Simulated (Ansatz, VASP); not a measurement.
# Sb: VASP beside Ansatz

The input INCAR:

```
SYSTEM = Sb
PREC = Accurate
ENCUT = 520
EDIFF = 1E-6
ISMEAR = 0
SIGMA = 0.15
LREAL = .False.
LASPH = .True.
NELM = 100
ALGO = Normal
ISIF = 2
LWAVE = .False.
LCHARG = .True.
GGA = CA
LELF = .True.
LVHAR = .True.
NBANDS = 8
```

The input KPOINTS:

```
regular mesh
0
Gamma
  18 18 18
  0 0 0
```

POSCAR

```
Sb
1.0
    0.0000000000      2.2526803955      2.4898046477
    2.2526803955      0.0000000000      2.4898046477
    2.2526803955      2.2526803955      0.0000000000
Sb
1
Direct
    0.0000000000      0.0000000000      0.0000000000
```

Input for Ansatz:

```yaml
crystal:
  lattice:
    - [0.0, 2.2526803955, 2.4898046477]
    - [2.2526803955, 0.0, 2.4898046477]
    - [2.2526803955, 2.2526803955, 0.0]
  atoms:
    - { symbol: Sb, position: [0.0, 0.0, 0.0] }
basis:
  ecutwfc: 420
kpoints:
  mp_grid: { grid: [18, 18, 18] }
hamiltonian:
  xc: lda
scf:
  occupations: { method: gaussian, width: 0.15 }
output:
  forces: true
  stress: true
  eigenvalues: true
```

Change from the starting cell: strain -0.050 along x and y, +0.050 along z, atoms carried along.

Alike in both runs: task single point; functional LDA; k mesh 18 × 18 × 18; occupations gaussian, width 0.15 eV; no spin polarisation.

|  | VASP | Ansatz |
| --- | --- | --- |
| version | VASP 6.6.1 | Ansatz 0.2.0 |
| potentials or method | VASP PAW LDA potentials, release 64 (Sb), cutoff 520 eV | scalar-relativistic, plane waves, PAW |
| valence electrons in the cell | 5 | 15 |

|  | VASP | Ansatz | Ansatz less VASP |
| --- | --- | --- | --- |
| gap on the k mesh at the Fermi level (eV) | none | none | - |
| pressure (GPa) | 1.6 | 1.5 | -0.16 |
| traceless stress, the component that is largest in VASP (GPa) | 0.51 | 0.54 | +0.030 |

LDA's correlation is that of Perdew and Zunger in VASP and of Perdew and Wang (1992) in Ansatz. A gap of «none» marks a metal or a gap that the smearing closes. VASP's potentials hold 5 valence electrons a cell and Ansatz's 15, so a difference there can come from the potentials and not from the codes.

Spin-orbit coupling is off throughout.
